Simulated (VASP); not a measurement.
RbBr: single point with HSE06

The system is RbBr.

```
Rb Br
1.0
     0.00000    3.46083    3.46083
     3.46083    0.00000    3.46083
     3.46083    3.46083    0.00000
Rb Br
1 1
Direct
  0.00000 0.00000 0.00000
  0.50000 0.50000 0.50000
```

```yaml
Program: VASP 6.6.1
Task: single point
Functional: HSE06
Potentials_or_basis: VASP PAW PBE potentials, release 64 (Rb_sv, Br)
Cutoff: 520 eV
k_mesh: 4 × 4 × 4
Occupations: gaussian, width 0.01 eV
Spin: no spin polarisation
Dipole_correction: no
Grid_for_exact_exchange_PRECFOCK: Normal
Further_INCAR_settings: ALGO = Normal; EDIFF = 1e-07; NBANDS = 15
Screening_parameter: 0.2079 1/Å
```

- Pressure: 0.3 GPa
- Band gap on the k mesh: 5.44 eV, direct

Levels at points of the mesh, in eV from the valence-band top:
| k point | band 5 | band 6 | band 7 | band 8 | band 9 | band 10 | band 11 | band 12 |
| --- | --- | --- | --- | --- | --- | --- | --- | --- |
| (0.00, 0.00, 0.00) | -9.07 | 0.00 | 0.00 | 0.00 | 5.44 | 8.53 | 8.53 | 8.53 |
| (0.50, 0.00, 0.00) | -9.02 | -0.97 | -0.34 | -0.34 | 7.88 | 8.87 | 10.81 | 10.81 |
| (0.50, 0.50, 0.00) | -9.14 | -0.49 | -0.17 | -0.17 | 6.78 | 8.30 | 10.27 | 10.58 |

It took 9.5 min on 1 thread of Intel(R) Xeon(R) Platinum 8488C (Sapphire Rapids), with other jobs on the host, peak memory 0.32 GiB.

Caveat: the PAW data sets were made with another functional, which shifts forces and pressure a little.
